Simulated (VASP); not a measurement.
Write the native input for VASP 6.6.1 that does the following.

```yaml
Task: single point
Functional: r2SCAN
Potentials_or_basis: VASP PAW PBE potentials, release 64 (Cd, Se)
Cutoff: 520 eV
k_mesh: 6 × 6 × 4
Occupations: gaussian, width 0.05 eV
Spin: no spin polarisation
Dipole_correction: no
Further_INCAR_settings: ALGO = Normal; EDIFF = 1e-06; NBANDS = 26
```

Crystal: CdSe.

```xyz
4
Lattice="4.2985 0.0000 0.0000 -2.1492 3.7226 0.0000 0.0000 0.0000 6.6644" Properties=species:S:1:pos:R:3 pbc="T T T"
Cd    2.1492    1.2409    0.0000
Cd    0.0000    2.4817    3.3322
Se    2.1492    1.2409    2.4992
Se    0.0000    2.4817    5.8314
```

This cell differs from its parent crystal: strain +0.000 along x and y, -0.050 along z.

The input as run:

POSCAR

```
CdSe
1.0
    4.2984999142      0.0000000000      0.0000000000
   -2.1492499571      3.7226101239      0.0000000000
    0.0000000000      0.0000000000      6.6644400000
Cd Se
2 2
Direct
    0.6666666667      0.3333333333      0.0000000000
    0.3333333333      0.6666666667      0.5000000000
    0.6666666667      0.3333333333      0.3750000000
    0.3333333333      0.6666666667      0.8750000000
```

INCAR.step1

```
ALGO     = Normal         # electronic algorithm
EDIFF    = 1E-4           # SCF threshold, eV
ENCUT    = 520            # plane-wave cutoff, eV
GGA      = PE             # functional
ISMEAR   = 0              # smearing method
LASPH    = True           # aspherical terms in the spheres
LCHARG   = False          # write CHGCAR
LREAL    = False          # projectors in reciprocal space
LWAVE    = True           # write WAVECAR
NBANDS   = 26             # bands
NELM     = 100            # most SCF steps
PREC     = Accurate       # precision mode
SIGMA    = 0.05           # smearing width, eV
```

INCAR.step2

```
ALGO     = Normal         # electronic algorithm
EDIFF    = 1E-6           # SCF threshold, eV
ENCUT    = 520            # plane-wave cutoff, eV
ISIF     = 2              # what is computed and relaxed
ISMEAR   = 0              # smearing method
ISTART   = 1            
LASPH    = True           # aspherical terms in the spheres
LCHARG   = False          # write CHGCAR
LMIXTAU  = True         
LREAL    = False          # projectors in reciprocal space
LWAVE    = False          # write WAVECAR
METAGGA  = R2SCAN         # meta-GGA
NBANDS   = 26             # bands
NELM     = 100            # most SCF steps
PREC     = Accurate       # precision mode
SIGMA    = 0.05           # smearing width, eV
```

KPOINTS

```
k-points
0
Gamma
  6 6 4
```

Potentials or basis: VASP PAW PBE potentials, release 64 (Cd, Se).

The run is started by

```bash
$ cat potpaw_PBE.64/Cd/POTCAR potpaw_PBE.64/Se/POTCAR > POTCAR
$ cp INCAR.step1 INCAR
$ mpirun -np 1 vasp_std > vasp.out
$ cp INCAR.step2 INCAR
$ mpirun -np 1 vasp_std > vasp.out
```

It gave:

The pressure is 5.6 GPa and the largest force is 0.661 eV/Å. The band gap on the k mesh is 1.28 eV, direct.

Caveat: the cell differs from its parent crystal (strain +0.000 along x and y, -0.050 along z); the PAW data sets were made with another functional, which shifts forces and pressure a little.

Run time: 2.5 min on 1 thread of Intel(R) Xeon(R) Platinum 8259CL CPU @ 2.50GHz (Skylake/Cascade Lake) (shared host), peak memory 0.25 GiB.
